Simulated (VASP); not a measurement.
ZnCu, 2 atoms in the cell. Symmetry: R3m, No. 160, trigonal system. Conventional cell: a = 4.165 Å, b = 4.165 Å, c = 5.101 Å, α = 90.00°, β = 90.00°, γ = 120.00°. Zn (site symmetry 3m) has 8 Cu at 2.29 to 2.81 Å and 6 Zn at 2.94 Å within 3.0 Å. Cu (site symmetry 3m) has 8 Zn at 2.29 to 2.81 Å and 6 Cu at 2.94 Å within 3.0 Å.  This cell differs from its parent crystal: all Zn atoms moved +0.263 Å, as atom 1 towards its neighbour atom 2 (Cu) at 2.550 Å.

- Program: VASP 6.6.1
- Task: single point
- Functional: PBEsol
- Potentials or basis: VASP PAW PBE potentials, release 64 (Zn, Cu)
- Cutoff: 520 eV
- k mesh: 16 × 16 × 16
- Occupations: gaussian, width 0.15 eV
- Spin: no spin polarisation
- Dipole correction: no
- Further INCAR settings: ALGO = Fast; EDIFF = 1e-06; NBANDS = 18

Potentials or basis: VASP PAW PBE potentials, release 64 (Zn, Cu).

Run with:

```console
$ cat potpaw_PBE.64/Zn/POTCAR potpaw_PBE.64/Cu/POTCAR > POTCAR
$ mpirun -np 1 vasp_std > vasp.out
```

Hardware: 1 thread of Oxide Virtual Turin-like Processor, with other jobs on the host.

Task: Estimate the wall time of this run.

Result: It took 4.7 min on 1 thread of Oxide Virtual Turin-like Processor, with other jobs on the host, peak memory 0.27 GiB. Counts: scf iterations 17, k points 417.
